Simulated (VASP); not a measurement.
Write the native input for VASP 6.6.1 that does the following.

```yaml
Task: single point
Functional: r2SCAN
Potentials_or_basis: VASP PAW PBE potentials, release 64 (Cu, O)
Cutoff: 520 eV
k_mesh: 7 × 7 × 4
Occupations: gaussian, width 0.4 eV
Spin: collinear spin, ferromagnetic start
Starting_moments: "[0.69, 0.69, 0.36, 0.36] μB"
Dipole_correction: no
Further_INCAR_settings: ALGO = Normal; EDIFF = 1e-06; NBANDS = 29
```

CuO:

```xyz
4
Lattice="1.9910 -2.1536 0.0000 1.9910 2.1536 0.0000 0.0000 0.0000 5.1559" Properties=species:S:1:pos:R:3 pbc="T T T"
Cu    0.9955    1.0768    0.0000
Cu    0.9955   -1.0768    2.5780
O     1.9910    0.0000    1.2890
O     1.9910    0.0000    3.8669
```

These files were run (other wordings do the same):

POSCAR

```
CuO
1.0
    1.9909680000     -2.1535500000      0.0000000000
    1.9909680000      2.1535500000      0.0000000000
    0.0000000000      0.0000000000      5.1559280000
Cu O
2 2
Direct
    0.0000000000      0.5000000000      0.0000000000
    0.5000000000      0.0000000000      0.5000000000
    0.5000000000      0.5000000000      0.2500000000
    0.5000000000      0.5000000000      0.7500000000
```

INCAR.step1

```
ALGO = Normal ; EDIFF = 1E-4
ENCUT = 520 ; GGA = PE
ISMEAR = 0 ; ISPIN = 2
LASPH = True ; LCHARG = False
LMAXMIX = 4 ; LREAL = False
LWAVE = True ; MAGMOM = 0.69 0.69 0.36 0.36
NBANDS = 29 ; NELM = 150
PREC = Accurate ; SIGMA = 0.4
```

INCAR.step2

```
ALGO = Normal ; EDIFF = 1E-6
ENCUT = 520 ; ISIF = 2
ISMEAR = 0 ; ISPIN = 2
ISTART = 1 ; LASPH = True
LCHARG = False ; LMAXMIX = 4
LMIXTAU = True ; LORBIT = 11
LREAL = False ; LWAVE = False
MAGMOM = 0.69 0.69 0.36 0.36 ; METAGGA = R2SCAN
NBANDS = 29 ; NELM = 150
PREC = Accurate ; SIGMA = 0.4
```

KPOINTS

```
k-points
0
Gamma
  7 7 4
```

Potentials or basis: VASP PAW PBE potentials, release 64 (Cu, O).

Run with:

```bash
$ cat potpaw_PBE.64/Cu/POTCAR potpaw_PBE.64/O/POTCAR > POTCAR
$ cp INCAR.step1 INCAR
$ mpirun -np 1 vasp_std > vasp.out
$ cp INCAR.step2 INCAR
$ mpirun -np 1 vasp_std > vasp.out
```

Results of the run:

```
Pressure                                              : -3.9 GPa
Band gap on the k mesh                                : zero (filled and empty bands overlap)
Net moment                                            : 0.00 μB per cell
Valence electrons inside the program's atomic spheres : Cu 9.92; O 4.99
```

Caveat: the cell stands under tension; so wide a smearing shifts energies and pressures; the PAW data sets were made with another functional, which shifts forces and pressure a little; semilocal functionals often make such compounds metallic where correlation or magnetic order opens a gap, which also shifts bond lengths.

It took 7.2 min on 1 thread of Intel(R) Xeon(R) Platinum 8259CL CPU @ 2.50GHz (Skylake/Cascade Lake), on a shared host, peak memory 0.24 GiB.
